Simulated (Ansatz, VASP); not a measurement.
## One calculation of NaScSe2, two programs

Contents of POSCAR:

```
NaScSe2
1.0
    3.9842334751      0.0000000000      0.0000000000
    0.0000000000      3.9842334751      0.0000000000
    0.0000000000      0.0000000000      5.4134831145
Na Se Sc
1 2 1
Direct
    0.0000000000      0.0000000000      0.0000000000
    0.0000000000      0.0000000000      0.5000000000
    0.5000000000      0.5000000000      0.0000000000
    0.5000000000      0.5000000000      0.5000000000
```

The input INCAR.step1:

```
ALGO = Normal
EDIFF = 1E-4
ENCUT = 520
GGA = PE
ISMEAR = -1
LASPH = True
LCHARG = False
LREAL = False
LWAVE = True
NBANDS = 23
NELM = 60
PREC = Accurate
SIGMA = 0.03
```

INCAR.step2

```
ALGO = Normal
BPARAM = 11.95
CPARAM = 0.0093
EDIFF = 1E-6
ENCUT = 520
ISIF = 2
ISMEAR = -1
ISTART = 1
IVDW_NL = 2
LASPH = True
LCHARG = False
LMIXTAU = True
LREAL = False
LUSE_VDW = True
LWAVE = False
METAGGA = R2SCAN
NBANDS = 23
NELM = 60
PREC = Accurate
SIGMA = 0.03
```

File KPOINTS:

```
k-points
0
Gamma
  8 8 6
```

Input for Ansatz:

```yaml
crystal:
  lattice:
    - [3.9842334751, 0.0, 0.0]
    - [0.0, 3.9842334751, 0.0]
    - [0.0, 0.0, 5.4134831145]
  atoms:
    - { symbol: Na, position: [0.0, 0.0, 0.0] }
    - { symbol: Se, position: [0.0, 0.0, 0.5] }
    - { symbol: Sc, position: [0.5, 0.5, 0.5] }
    - { symbol: Se, position: [0.5, 0.5, 0.0] }
kpoints:
  mp_grid: { grid: [8, 8, 6] }
  band_path:
    path:
      - [0.0, 0.0, 0.0]
      - [0.0, 0.5, 0.0]
      - [0.5, 0.5, 0.0]
      - [0.0, 0.0, 0.5]
      - [0.0, 0.5, 0.5]
      - [0.5, 0.5, 0.5]
    npoints: 1
hamiltonian:
  xc: r2scan
  dispersion: rvv10
scf:
  occupations: { method: fermi_dirac, width: 0.03 }
  n_extra_bands: 5
output:
  forces: true
  stress: true
  eigenvalues: true
  write_density: true
  write_potential: true
  elf: true
  volumetric_format: npy
```

Alike in both runs: task single point; functional r2SCAN; dispersion rVV10; k mesh 8 × 8 × 6; occupations fermi-dirac, width 0.03 eV; no spin polarisation.

|  | VASP | Ansatz |
| --- | --- | --- |
| version | VASP 6.6.1 | Ansatz 0.2.0 |
| potentials or method | VASP PAW PBE potentials, release 64 (Na_pv, Se, Sc_sv) | plane waves, PAW |
| plane-wave cutoff (eV) | 520 | 500 |
| valence electrons in the cell | 30 | 52 |

|  | VASP | Ansatz | Ansatz less VASP |
| --- | --- | --- | --- |
| pressure (GPa) | 0.2 | 0.0 | -0.20 |

VASP's potentials were made for PBE, not for r2SCAN. VASP's potentials hold 30 valence electrons a cell and Ansatz's 52, so a difference there can come from the potentials and not from the codes.
